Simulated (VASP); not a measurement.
Cs3WC2: single point with PBE

Crystal: Cs3WC2.

```
CELL_PARAMETERS angstrom
5.12000 0.00000 0.00000
0.00000 5.12000 0.00000
0.00000 0.00000 7.69158
ATOMIC_POSITIONS crystal
Cs 0.00000 0.00000 0.73907
Cs 0.00000 0.00000 0.26093
Cs 0.50000 0.50000 0.50000
W 0.50000 0.50000 0.00000
C 0.00000 0.50000 0.50000
C 0.50000 0.00000 0.50000
```

The cell was generated, and may not be a known phase.

```yaml
Program: VASP 6.6.1
Task: single point
Functional: PBE
Potentials_or_basis: VASP PAW PBE potentials, release 64 (Cs_sv, W_sv, C)
Cutoff: 520 eV
k_mesh: 4 × 4 × 2
Occupations: gaussian, width 0.1 eV
Spin: no spin polarisation
```

The pressure is 0.9 GPa. The largest force is 0.799 eV/Å and the band gap on the k mesh is zero (an odd number of electrons rules out a gap without spin polarisation).

Forces on the atoms (eV/Å):
```
Cs   0.000  0.000  0.799
Cs   0.000  0.000 -0.799
Cs   0.000  0.000  0.000
W    0.000  0.000  0.000
C    0.000  0.000  0.000
C    0.000  0.000  0.000
```

Stress tensor (GPa, compression positive):
```
0.73 0.00 0.00
0.00 0.73 0.00
0.00 0.00 1.13
```

Levels at points of the mesh, in eV from the Fermi level:
```csv
k point,band 21,band 22,band 23,band 24,band 25,band 26,band 27,band 28
"(0.00, 0.00, 0.00)",-0.37,-0.28,-0.21,-0.16,-0.16,0.04,0.06,0.06
"(0.50, 0.00, 0.00)",-0.90,-0.74,-0.27,-0.09,-0.08,0.12,0.24,0.30
"(0.50, 0.50, 0.00)",-1.16,-0.71,-0.38,-0.38,0.02,0.10,0.18,0.18
"(0.00, 0.00, 0.50)",-0.18,-0.18,0.05,0.05,0.07,0.22,0.22,0.26
"(0.50, 0.00, 0.50)",-0.92,-0.57,-0.17,-0.02,0.00,0.01,0.15,0.16
"(0.50, 0.50, 0.50)",-0.94,-0.78,-0.25,-0.25,-0.11,-0.01,-0.01,0.25
```

Run time: 3.9 min on 1 thread of Intel Xeon 8259CL, with other jobs on the host, peak memory 0.34 GiB.

Caveat: the k points lie up to 0.41 Å⁻¹ apart, too coarse for converged energies and pressures of a metal; spin-orbit coupling is left out, which moves the levels of the heavy elements.
